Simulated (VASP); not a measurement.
A run of VASP 6.6.1:

The input INCAR:

```
ALGO = Normal ; EDIFF = 1E-6
ENCUT = 520 ; GGA = PE
ISIF = 2 ; ISMEAR = -1
IVDW = 12 ; LASPH = T
LCHARG = F ; LREAL = F
LWAVE = F ; NBANDS = 104
NELM = 60 ; PREC = Accurate
SIGMA = 0.002
```

Contents of KPOINTS:

```
k-points
0
Gamma
  2 2 1
```

File POSCAR:

```
HRh6
1.0
    5.3740120000      0.0000000000      0.0000000000
    2.6870060000      4.6540310000      0.0000000000
    0.0000000000      0.0000000000     19.3878620000
Rh H
12 2
Direct
    0.1666630824      0.1666727188      0.0515786630
    0.6666619659      0.1666727188      0.0515786630
    0.1666641894      0.6666693883      0.0515786630
    0.6666630729      0.6666693883      0.0515786630
   -0.1654501367      0.3328727290      0.1598680659
    0.3323894391      0.3330231363      0.1598268030
   -0.1662111893      0.8327189913      0.1600589070
    0.3343039408      0.8320958756      0.1579287082
   -0.0174463699      0.0093252494      0.2758530053
    0.5085061454      0.0102276929      0.2758891104
   -0.0005847926      0.5012429010      0.2734030189
    0.5050488121      0.4894896489      0.2731451255
    0.2339569659      1.0045055566      0.3469851395
    0.7077031086     -0.0566820462      0.3524988985
```

Potentials or basis: VASP PAW PBE potentials, release 64 (Rh_pv, H).

Command:

```sh
$ cat potpaw_PBE.64/Rh_pv/POTCAR potpaw_PBE.64/H/POTCAR > POTCAR
$ mpirun -np 1 vasp_std > vasp.out
```

Hardware: 1 thread of Intel(R) Xeon(R) Platinum 8488C (Sapphire Rapids), with other jobs on the host.

Task: Estimate the wall time of this run.

Result: Run time: 7.7 min on 1 thread of Intel(R) Xeon(R) Platinum 8488C (Sapphire Rapids) (shared host), peak memory 0.59 GiB. Counts: scf iterations 34, k points 4.
